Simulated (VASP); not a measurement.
# Te2Mo (P6_3/mmc) in VASP: a series of runs

The runs below take Te2Mo through single point, with BLYP+D3(BJ), PBE.

Everything below comes from runs of VASP 6.6.1. Logs are shortened: lines on timing, memory, paths and dates and some standing lists are left out, and cuts for length are marked.

**The experiment to reproduce.**

“Broadband infrared study of pressure-tunable Fano resonance and metallization transition in 2H-MoTe2”, 2022, pmc:9569381 quotes, for a bulk crystal of Te2Mo at 300 K: band gap 0.88 ± 0.05 eV (indirect).

The results are compared with them further down.

### Step 1. The cell of the first run

The structure is hexagonal, space group P6_3/mmc (No. 194). The conventional cell has a = 3.542 Å, b = 3.542 Å, c = 14.066 Å, α = 90.00°, β = 90.00°, γ = 120.00°. Within 3.6 Å of Te (site symmetry 3m) lie 3 Mo at 2.73 Å and 6 Te at 3.54 Å. Within 3.6 Å of Mo (site symmetry -6m2) lie 6 Te at 2.73 Å and 6 Mo at 3.54 Å.

### Step 2. Single point, BLYP+D3(BJ)

INCAR

```
PREC = Accurate ; ENCUT = 520
EDIFF = 1E-6 ; ISMEAR = -1
SIGMA = 0.05 ; LREAL = F
LASPH = T ; NELM = 100
ALGO = Normal ; ISIF = 2
LWAVE = F ; LCHARG = F
GGA = B5 ; ALDAX = 1.0
AGGAX = 1.0 ; AGGAC = 1.0
ALDAC = 0.0 ; IVDW = 12
VDW_S6 = 1.0 ; VDW_S8 = 2.6996
VDW_A1 = 0.4298 ; VDW_A2 = 4.2359
NBANDS = 35
```

KPOINTS

```
Automatic mesh
0
Gamma
  9 9 2
```

POSCAR

```
Te2Mo
1.0
    3.5415000168      0.0000000000      0.0000000000
   -1.7707500084      3.0670289820      0.0000000000
    0.0000000000      0.0000000000     14.0661430943
Te Mo
4 2
Direct
    0.6666666667      0.3333333333      0.3790000000
    0.3333333333      0.6666666667      0.8790000000
    0.6666666667      0.3333333333      0.1210000000
    0.3333333333      0.6666666667      0.6210000000
    0.6666666667      0.3333333333      0.7500000000
    0.3333333333      0.6666666667      0.2500000000
```

Potentials or basis: VASP PAW PBE potentials, release 64 (Te, Mo_sv).

Run with:

```sh
cat potpaw_PBE.64/Te/POTCAR potpaw_PBE.64/Mo_sv/POTCAR > POTCAR
mpirun -np 1 vasp_std > vasp.out
```

OUTCAR:

```text
PREC = Accurate
   ENCUT = 520
   EDIFF = 1E-6
   ISMEAR = -1
   LREAL = F
   LASPH = T
   NELM = 100
   ISIF = 2
   GGA = B5
   IVDW = 12
 IVDW          = 12

 ion  position               nearest neighbor table
   1  0.667  0.333  0.379-   6 2.73   6 2.73   6 2.73   3 3.63
   2  0.333  0.667  0.879-   5 2.73   5 2.73   5 2.73   4 3.63
   3  0.667  0.333  0.121-   6 2.73   6 2.73   6 2.73   1 3.63
   4  0.333  0.667  0.621-   5 2.73   5 2.73   5 2.73   2 3.63
   5  0.667  0.333  0.750-   2 2.73   4 2.73   2 2.73   4 2.73   2 2.73   4 2.73
   6  0.333  0.667  0.250-   1 2.73   3 2.73   1 2.73   3 2.73   1 2.73   3 2.73

  LATTYP: Found a hexagonal cell.
 ALAT       =     3.5415000168
 C/A-ratio  =     3.9718037633

  Lattice vectors:

 A1 = (   3.5415000168,   0.0000000000,   0.0000000000)
 A2 = (  -1.7707500084,   3.0670289820,   0.0000000000)
 A3 = (   0.0000000000,   0.0000000000,  14.0661430943)

Analysis of symmetry for initial positions (statically):
=====================================================================
 Subroutine PRICEL returns:
 Original cell was already a primitive cell.

 Routine SETGRP: Setting up the symmetry group for a
 hexagonal supercell.

 Subroutine GETGRP returns: Found 24 space group operations
 (whereof 12 operations were pure point group operations)
 out of a pool of 24 trial point group operations.

The static configuration has the point symmetry D_3d.
 The point group associated with its full space group is D_6h.

Analysis of symmetry for dynamics (positions and initial velocities):
=====================================================================
 Subroutine PRICEL returns:
 Original cell was already a primitive cell.

 Routine SETGRP: Setting up the symmetry group for a
 hexagonal supercell.

 Subroutine GETGRP returns: Found 24 space group operations
 (whereof 12 operations were pure point group operations)
 out of a pool of 24 trial point group operations.

The dynamic configuration has the point symmetry D_3d.
 The point group associated with its full space group is D_6h.

 Subroutine INISYM returns: Found 24 space group operations
 (whereof 12 operations are pure point group operations),
 and found     1 'primitive' translations

----------------------------------------------------------------------------------------

                                     Primitive cell

  volume of cell :     152.7848

  direct lattice vectors                    reciprocal lattice vectors
     3.541500017  0.000000000  0.000000000     0.282366228  0.163024218  0.000000000
    -1.770750008  3.067028982  0.000000000     0.000000000  0.326048435  0.000000000
     0.000000000  0.000000000 14.066143094     0.000000000  0.000000000  0.071092694

  length of vectors
     3.541500017  3.541500017 14.066143094     0.326048435  0.326048435  0.071092694

  position of ions in fractional coordinates (direct lattice)
     0.666666667  0.333333333  0.379000000
     0.333333333  0.666666667  0.879000000
     0.666666667  0.333333333  0.121000000
     0.333333333  0.666666667  0.621000000
     0.666666667  0.333333333  0.750000000
     0.333333333  0.666666667  0.250000000

  ion indices of the primitive-cell ions
   primitive index   ion index
                 1           1
                 2           2
                 3           3
                 4           4
                 5           5
                 6           6

----------------------------------------------------------------------------------------

 KPOINTS: Automatic mesh

Automatic generation of k-mesh.
 Grid dimensions read from file:
 generate k-points for:    9    9    2

 Generating k-lattice:

  Cartesian coordinates                     Fractional coordinates (reciprocal lattice)
     0.031374025  0.018113802  0.000000000     0.111111111 -0.000000000  0.000000000
     0.000000000  0.036227604  0.000000000     0.000000000  0.111111111  0.000000000
     0.000000000  0.000000000  0.035546347     0.000000000  0.000000000  0.500000000

  Length of vectors
     0.036227604  0.036227604  0.035546347

  Shift w.r.t. Gamma in fractional coordinates (k-lattice)
     0.000000000  0.000000000  0.000000000

 Subroutine IBZKPT returns following result:
 ===========================================

 Found     24 irreducible k-points:

 Following reciprocal coordinates:
            Coordinates               Weight
  0.000000  0.000000  0.000000      1.000000
  0.111111 -0.000000  0.000000      6.000000
  0.222222 -0.000000  0.000000      6.000000
  0.333333 -0.000000  0.000000      6.000000
  0.444444 -0.000000  0.000000      6.000000
  0.111111  0.111111  0.000000      6.000000
[... 16 lines left out ...]
  0.333333  0.222222  0.500000     12.000000
  0.333333  0.333333  0.500000      2.000000
   k-points           NKPTS =     24   k-points in BZ     NKDIM =     24   number of bands    NBANDS=     35
   number of dos      NEDOS =    301   number of ions     NIONS =      6
   total plane-waves  NPLWV =  84672
   dimension x,y,z NGX =    28 NGY =   28 NGZ =  108
   dimension x,y,z NGXF=    56 NGYF=   56 NGZF=  216
   ions per type =               4   2
   NGX,Y,Z   is equivalent  to a cutoff of  13.14, 13.14, 12.76 a.u.
   NGXF,Y,Z  is equivalent  to a cutoff of  26.29, 26.29, 25.53 a.u.
 SYSTEM =  unknown system
   PREC   = accura    normal or accurate (medium, high low for compatibility)
   ISTART =      0    job   : 0-new  1-cont  2-samecut
   ICHARG =      2    charge: 1-file 2-atom 10-const
   ISPIN  =      1    spin polarized calculation?
   LNONCOLLINEAR =      F non collinear calculations
   LSORBIT =      F    spin-orbit coupling
   LASPH  =      T    aspherical Exc in radial PAW
   ENCUT  =  520.0 eV  38.22 Ry    6.18 a.u.   6.58  6.58 26.15*2*pi/ulx,y,z
   NELM   =    100;   NELMIN=  2; NELMDL= -5     # of ELM steps
   EDIFF  = 0.1E-05   stopping-criterion for ELM
   LREAL  =      F    real-space projection
   EDIFFG = 0.1E-04   stopping-criterion for IOM
   NSW    =      0    number of steps for IOM
   IBRION =     -1    ionic relax: 0-MD 1-quasi-New 2-CG
   NFREE  =      0    steps in history (QN), initial steepest desc. (CG)
   ISIF   =      2    stress and relaxation
   ISYM   =      2    0-nonsym 1-usesym 2-fastsym
   POTIM  = 0.5000    time-step for ionic-motion
   TEBEG  =    0.0;   TEEND  =   0.0 temperature during run
   PSTRESS=    0.0 pullay stress
   NELECT =      52.0000    total number of electrons
   NUPDOWN=      -1.0000    fix difference up-down
   EMIN   =  10.00;   EMAX   =-10.00  energy-range for DOS
   EFERMI =   0.00;   METHOD = LEGACY
   ISMEAR =    -1;   SIGMA  =   0.05  broadening in eV -4-tet -1-fermi 0-gaus
   EFERMI_NEDOS =   21; number of points for ismear=-14 and -15
   IALGO  =     38    algorithm
   IMIX   =      4    mixing-type and parameters
     AMIX     =   0.40;   BMIX     =  1.00
     AMIX_MAG =   1.60;   BMIX_MAG =  1.00
  volume/ion in A,a.u.               =      25.46       171.84
  Fermi-wavevector in a.u.,A,eV,Ry     =   1.143008  2.159972 17.775563  1.306467
  Thomas-Fermi vector in A             =   2.279704
   LORBIT       =      0    0 simple, 1 ext, 2 COOP (PROOUT), +10 PAW based schemes
   GGA     = B5    functional components
   LHFCALC =     F    Hartree Fock is set to
   AEXX    =    0.0000 exact exchange contribution
   IVDW    =    12    specifies the selected vdW correction
   LEPSILON=     F    determine dielectric tensor
   LRPA    =     F    only Hartree local field effects (RPA)
 non-spin polarized calculation
  energy-cutoff  :      520.00
  volume of cell :      152.78
 maximum number of plane-waves:      4192
 NGX is ok and might be reduce to    28
   NGX = 13   NGY = 13   NGZ = 53

 number of electron      52.0000000 magnetization

 Free energy of the ion-electron system (eV)
  ---------------------------------------------------
  ext. energy  EPLUGINS =         0.00000000
  ---------------------------------------------------
  free energy    TOTEN  =       -30.18726081 eV

  energy without entropy =      -30.18723968  energy(sigma->0) =      -30.18725024

 E-fermi :   8.7358     XC(G=0):  -9.7158

 val. band max:        8.3587235535   @ k =   0.0000   0.0000   0.0000
 cond. band min:       9.1692816718   @ k =   0.2222   0.2222   0.0000
 fundamental gap:      0.8105581183
 Fermi energy:         8.7357778086

 k-point     1 :       0.0000    0.0000    0.0000
  band No.  band energies     occupation
      1     -52.2778      2.00000
      2     -52.2778      2.00000
      3     -26.5572      2.00000
      4     -26.5572      2.00000
      5     -26.4458      2.00000
      6     -26.4458      2.00000
[... 27 lines left out ...]
     34      11.5709      0.00000
     35      14.1063      0.00000

 k-point     2 :       0.1111   -0.0000    0.0000
  band No.  band energies     occupation
      1     -52.2767      2.00000
      2     -52.2767      2.00000
      3     -26.5541      2.00000
      4     -26.5541      2.00000
      5     -26.4599      2.00000
      6     -26.4599      2.00000
[... 27 lines left out ...]
     34      11.4480      0.00000
     35      14.6714      0.00000

 k-point     3 :       0.2222   -0.0000    0.0000
  band No.  band energies     occupation
      1     -52.2741      2.00000
      2     -52.2741      2.00000
      3     -26.5463      2.00000
      4     -26.5463      2.00000
      5     -26.4954      2.00000
      6     -26.4954      2.00000
[... 27 lines left out ...]
     34      11.7562      0.00000
     35      14.7149      0.00000
[... 723 lines left out ...]
 k-point    23 :       0.3333    0.2222    0.5000
  band No.  band energies     occupation
      1     -52.2683      2.00000
      2     -52.2683      2.00000
      3     -26.5475      2.00000
      4     -26.5475      2.00000
      5     -26.5290      2.00000
      6     -26.5290      2.00000
[... 27 lines left out ...]
     34      11.8592      0.00000
     35      13.4330      0.00000

 k-point    24 :       0.3333    0.3333    0.5000
  band No.  band energies     occupation
      1     -52.2677      2.00000
      2     -52.2677      2.00000
      3     -26.5363      2.00000
      4     -26.5363      2.00000
      5     -26.5275      2.00000
      6     -26.5275      2.00000
[... 27 lines left out ...]
     34      11.9025      0.00000
     35      13.4681      0.00000

------------------------ aborting loop because EDIFF is reached ----------------------------------------

 Edisp (eV)   -7.40198

 E8    (eV) :    -5.5855

  FORCE on cell =-STRESS in cart. coord.  units (eV):
  Direction    XX          YY          ZZ          XY          YZ          ZX
  --------------------------------------------------------------------------------------
  -------------------------------------------------------------------------------------
  Total      -0.12542    -0.12542    -1.14985     0.00000    -0.00000     0.00000
  in kB      -1.31519    -1.31519   -12.05786     0.00000    -0.00000     0.00000
  external pressure =       -4.90 kB  Pullay stress =        0.00 kB

 VOLUME and BASIS-vectors are now :
 -----------------------------------------------------------------------------
  energy-cutoff  :      520.00
  volume of cell :      152.78
      direct lattice vectors                 reciprocal lattice vectors
     3.541500017  0.000000000  0.000000000     0.282366228  0.163024218  0.000000000
    -1.770750008  3.067028982  0.000000000     0.000000000  0.326048435  0.000000000
     0.000000000  0.000000000 14.066143094     0.000000000  0.000000000  0.071092694

 POSITION                                       TOTAL-FORCE (eV/Angst)
 -----------------------------------------------------------------------------------
      1.77075      1.02234      5.33107         0.000000      0.000000      0.222907
     -0.00000      2.04469     12.36414         0.000000      0.000000      0.222907
      1.77075      1.02234      1.70200         0.000000      0.000000     -0.222907
     -0.00000      2.04469      8.73507         0.000000      0.000000     -0.222907
      1.77075      1.02234     10.54961         0.000000     -0.000000     -0.000000
     -0.00000      2.04469      3.51654        -0.000000     -0.000000     -0.000000
 -----------------------------------------------------------------------------------
    total drift:                               -0.000000      0.000000     -0.000000

  FREE ENERGIE OF THE ION-ELECTRON SYSTEM (eV)
  ---------------------------------------------------
  free  energy   TOTEN  =       -37.5892438967 eV

  energy  without entropy=      -37.5892227718  energy(sigma->0) =      -37.58923333
```

Wall time 1.8 min (1 thread of AMD EPYC 9R45 (Zen 5), shared host); peak memory 0.31 GiB.

What came out:

```
Free energy                : -37.5892 eV
Pressure                   : -0.5 GPa
Largest force              : 0.223 eV/Å
Band gap on the k mesh     : 0.81 eV, indirect (least direct gap 1.01 eV)
Dispersion energy per atom : -1.234 eV
```

Forces in eV/Å, atoms in the order of the input:
```
Te   0.000  0.000  0.223
Te   0.000  0.000  0.223
Te   0.000  0.000 -0.223
Te   0.000  0.000 -0.223
Mo   0.000  0.000  0.000
Mo   0.000  0.000  0.000
```

Stress tensor (GPa, compression positive):
```
-0.13  0.00  0.00
 0.00 -0.13  0.00
 0.00  0.00 -1.21
```

Caveat: the PAW data sets were made with another functional, which shifts forces and pressure a little; spin-orbit coupling is left out, which moves the levels of the heavy elements.

### Step 3. Single point, BLYP+D3(BJ)

This run uses another cell than the first one, of 25.96 Å³/atom, 1.020 times its volume.

INCAR

```
PREC = Accurate
ENCUT = 520
EDIFF = 1E-6
ISMEAR = -1
SIGMA = 0.05
LREAL = F
LASPH = T
NELM = 60
ALGO = Normal
ISIF = 2
LWAVE = F
LCHARG = F
GGA = B5
ALDAX = 1.0
AGGAX = 1.0
AGGAC = 1.0
ALDAC = 0.0
IVDW = 12
VDW_S6 = 1.0
VDW_S8 = 2.6996
VDW_A1 = 0.4298
VDW_A2 = 4.2359
NBANDS = 35
```

KPOINTS is that of step 2.

POSCAR: that of step 2 with these lines changed.

```diff
@@ -2,5 +2,5 @@
 1.0
-    3.5415000168      0.0000000000      0.0000000000
-   -1.7707500084      3.0670289820      0.0000000000
-    0.0000000000      0.0000000000     14.0661430943
+    3.5644974145      0.0000000000      0.0000000000
+   -1.7822487073      3.0869453127      0.0000000000
+    0.0000000000      0.0000000000     14.1574842452
 Te Mo
```

Potentials or basis: VASP PAW PBE potentials, release 64 (Te, Mo_sv).

Run with:

```sh
cat potpaw_PBE.64/Te/POTCAR potpaw_PBE.64/Mo_sv/POTCAR > POTCAR
mpirun -np 1 vasp_std > vasp.out
```

Wall time 1.9 min (1 thread of AMD EPYC 9R45 (Zen 5), shared host); peak memory 0.31 GiB.

It converged, with:

| Quantity | Value |
| --- | --- |
| Free energy | -37.5636 eV |
| Pressure | -2.2 GPa |
| Largest force | 0.025 eV/Å |
| Band gap on the k mesh | 0.82 eV, indirect (least direct gap 0.98 eV) |
| Dispersion energy per atom | -1.210 eV |

Forces in eV/Å, atoms in the order of the input:
```
Te   0.000  0.000 -0.025
Te   0.000  0.000 -0.025
Te   0.000  0.000  0.025
Te   0.000  0.000  0.025
Mo   0.000  0.000  0.000
Mo   0.000  0.000  0.000
```

Stress tensor (GPa, compression positive):
```
-1.75  0.00  0.00
 0.00 -1.75  0.00
 0.00  0.00 -3.22
```

Levels at points of the mesh, in eV from the valence-band top:
```tsv
k point	band 22	band 23	band 24	band 25	band 26	band 27	band 28	band 29	band 30	band 31
(0.00, 0.00, 0.00)	-0.98	-0.98	-0.90	-0.34	0.00	2.71	2.71	2.84	2.84	2.89
(0.00, 0.00, 0.50)	-1.00	-1.00	-1.00	-0.08	-0.08	2.75	2.75	2.75	2.75	3.04
```

Caveat: the PAW data sets were made with another functional, which shifts forces and pressure a little; spin-orbit coupling is left out, which moves the levels of the heavy elements.

### Step 4. Single point, PBE

This run uses another cell than the first one, of 25.96 Å³/atom, 1.020 times its volume.

INCAR

```
SYSTEM = Te2Mo
PREC = Accurate
ENCUT = 520
EDIFF = 1E-6
ISMEAR = -1
SIGMA = 0.05
LREAL = .FALSE.
LASPH = .TRUE.
NELM = 80
ALGO = Normal
ISIF = 2
LWAVE = .FALSE.
LCHARG = .FALSE.
GGA = PE
NBANDS = 35
```

KPOINTS

```
regular mesh
0
G
  9 9 2
  0 0 0
```

POSCAR is that of step 3.

Run with:

```sh
cat potpaw_PBE.64/Te/POTCAR potpaw_PBE.64/Mo_sv/POTCAR > POTCAR
mpirun -np 1 vasp_std > vasp.out
```

Run time: 76 s. Hardware: 1 thread of AMD EPYC 9R45 (Zen 5), shared host; peak memory 0.3 GiB.

It converged, with:

* Free energy: -36.0233 eV
* Pressure: -0.9 GPa
* Largest force: 0.327 eV/Å
* Band gap on the k mesh: 0.80 eV, indirect (least direct gap 0.99 eV)

Forces in eV/Å, atoms in the order of the input:
```
Te   0.000  0.000 -0.327
Te   0.000  0.000 -0.327
Te   0.000  0.000  0.327
Te   0.000  0.000  0.327
Mo   0.000  0.000  0.000
Mo   0.000  0.000  0.000
```

Stress tensor (GPa, compression positive):
```
-0.85  0.00  0.00
 0.00 -0.85  0.00
 0.00  0.00 -1.03
```

Levels at points of the mesh, in eV from the valence-band top:
| k point | band 24 | band 25 | band 26 | band 27 | band 28 | band 29 |
| --- | --- | --- | --- | --- | --- | --- |
| (0.00, 0.00, 0.00) | -0.94 | -0.34 | 0.00 | 2.77 | 2.77 | 2.89 |
| (0.00, 0.00, 0.50) | -0.98 | -0.08 | -0.08 | 2.80 | 2.80 | 2.80 |

Caveat: spin-orbit coupling is left out, which moves the levels of the heavy elements; this functional lacks dispersion, which binds the layers, so the pressure and a relaxed spacing across them are unreliable.

### Step 5. The runs side by side

```csv
level,cell,gap on the mesh (eV),pressure (GPa),largest force (eV/Å)
BLYP+D3(BJ),"a = 3.542, b = 3.542, c = 14.066 Å, angles 90.0, 90.0, 120.0°, 6 atoms",0.81,-0.5,0.22
BLYP+D3(BJ),"a = 3.564, b = 3.564, c = 14.157 Å, angles 90.0, 90.0, 120.0°, 6 atoms",0.82,-2.2,0.03
PBE,"a = 3.564, b = 3.564, c = 14.157 Å, angles 90.0, 90.0, 120.0°, 6 atoms",0.80,-0.9,0.33
```

Alike in all rows: task single point; potentials or basis VASP PAW PBE potentials, release 64 (Te, Mo_sv); no spin polarisation; k mesh 9 × 9 × 2; cutoff (eV) 520; smearing fermi-dirac 0.05 eV.

Caveats: spin-orbit coupling is left out, which moves the levels of the heavy elements; the PAW data sets were made with another functional, which shifts forces and pressure a little (some runs); this functional lacks dispersion, which binds the layers, so the pressure and a relaxed spacing across them are unreliable (some runs).

Total energies depend on the potentials used, so only differences within one code and one set of settings carry meaning.

### Step 6. How close it comes

Step 2. A measured gap of Te2Mo is 0.88 eV (indirect; 300 K; quoted in “Broadband infrared study of pressure-tunable Fano resonance and metallization transition in 2H-MoTe2”, 2022, pmc:9569381); the calculated 0.81 eV misses it by -0.07 eV. Spin-orbit coupling on Mo, Te is left out. The value is that of BLYP+D3(BJ) on a finite k mesh, which can miss the band edges, without temperature or zero-point motion. Semilocal functionals fall short of measured gaps as a rule.

Step 3. Measured gap of Te2Mo: 0.88 eV (indirect; 300 K; quoted in “Broadband infrared study of pressure-tunable Fano resonance and metallization transition in 2H-MoTe2”, 2022, pmc:9569381). This calculation gives 0.82 eV (-0.06 eV). Spin-orbit coupling on Mo, Te is left out. The value is that of BLYP+D3(BJ) on a finite k mesh, which can miss the band edges, without temperature or zero-point motion. Semilocal functionals fall short of measured gaps as a rule.

Step 4. A measured gap of Te2Mo is 0.88 eV (indirect; 300 K; quoted in “Broadband infrared study of pressure-tunable Fano resonance and metallization transition in 2H-MoTe2”, 2022, pmc:9569381); the calculated 0.80 eV misses it by -0.08 eV. Spin-orbit coupling on Mo, Te is left out. The value is that of PBE on a finite k mesh, which can miss the band edges, without temperature or zero-point motion. Semilocal functionals fall short of measured gaps as a rule.
